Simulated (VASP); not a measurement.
The system is SiO2.

```
CELL_PARAMETERS angstrom
4.97559 0.00000 0.00000
0.00000 4.97559 0.00000
0.00000 0.00000 6.90089
ATOMIC_POSITIONS crystal
Si 0.19675 0.19675 0.00000
Si 0.30325 0.69675 0.75000
Si 0.69675 0.30325 0.25000
Si 0.80325 0.80325 0.50000
O 0.61039 0.73824 0.68204
O 0.38961 0.26176 0.18204
O 0.73824 0.61039 0.31796
O 0.23824 0.88961 0.93204
O 0.26176 0.38961 0.81796
O 0.11039 0.76176 0.56796
O 0.88961 0.23824 0.06796
O 0.76176 0.11039 0.43204
```

| Item | Value |
| --- | --- |
| Program | VASP 6.6.1 |
| Task | relaxation of cell and atoms |
| Functional | PBE |
| Potentials or basis | VASP PAW PBE potentials, release 64 (Si, O) |
| Cutoff | 600 eV |
| k mesh | 6 × 6 × 4 |
| Occupations | gaussian, width 0.02 eV |
| Spin | no spin polarisation |

At the start: pressure 4.7 GPa; volume 14.24 Å³/atom.

Question: How do energy, volume and symmetry change on relaxing?

Answer: Over 40 steps the energy falls by 7.0 meV/atom and the volume is 15.34 Å³/atom (+7.7 %); space group P4_32_12 (No. 96, to 0.1 Å) before and after.

Step by step:
```csv
step,energy change (eV),largest force (eV/Å),pressure (GPa),volume (Å³)
1,0.0000,0.2707,4.66,170.84
2,0.0618,0.4395,-5.69,181.28
3,-0.0659,0.0409,0.02,175.10
4,-0.0659,0.0351,0.10,175.02
5,-0.0665,0.0401,0.10,175.15
6,-0.0678,0.0863,0.09,175.55
7,-0.0679,0.2012,0.05,176.35
8,-0.0683,0.1423,0.08,175.95
9,-0.0684,0.1413,0.09,175.96
10,-0.0687,0.1372,0.08,176.02
11,-0.0692,0.1293,0.08,176.13
12,-0.0702,0.1145,0.06,176.36
13,-0.0717,0.0880,0.02,176.81
14,-0.0735,0.0669,-0.08,177.72
15,-0.0738,0.0755,-0.07,178.06
16,-0.0738,0.0832,-0.09,178.25
17,-0.0743,0.0800,-0.06,178.44
18,-0.0757,0.0804,0.03,178.99
19,-0.0770,0.1167,0.19,180.10
20,-0.0779,0.0989,0.16,180.42
21,-0.0797,0.0755,0.08,181.37
22,-0.0788,0.1911,-0.11,183.29
23,-0.0800,0.0995,-0.01,182.11
24,-0.0810,0.0796,-0.05,182.63
25,-0.0823,0.0346,-0.23,184.21
26,-0.0823,0.0328,-0.26,184.39
27,-0.0823,0.0340,-0.25,184.28
28,-0.0827,0.0324,-0.09,184.14
29,-0.0829,0.0356,0.07,183.98
30,-0.0829,0.0372,0.13,183.94
31,-0.0832,0.0258,0.11,183.95
32,-0.0836,0.0429,0.06,184.01
33,-0.0838,0.0112,0.01,184.06
34,-0.0838,0.0093,-0.01,184.09
35,-0.0838,0.0096,-0.01,184.09
36,-0.0838,0.0082,-0.02,184.09
37,-0.0838,0.0055,-0.03,184.09
38,-0.0839,0.0111,-0.04,184.08
39,-0.0839,0.0080,-0.04,184.08
40,-0.0839,0.0049,-0.02,184.05
```

Final structure:
```
CELL_PARAMETERS angstrom
5.08848 0.00000 0.00000
0.00000 5.08848 0.00000
0.00000 0.00000 7.10809
ATOMIC_POSITIONS crystal
Si 0.20652 0.20652 0.00000
Si 0.29348 0.70652 0.75000
Si 0.70652 0.29348 0.25000
Si 0.79348 0.79348 0.50000
O 0.59228 0.74152 0.67351
O 0.40772 0.25848 0.17351
O 0.74152 0.59228 0.32649
O 0.24152 0.90772 0.92351
O 0.25848 0.40772 0.82649
O 0.09228 0.75848 0.57649
O 0.90772 0.24152 0.07649
O 0.75848 0.09228 0.42351
```
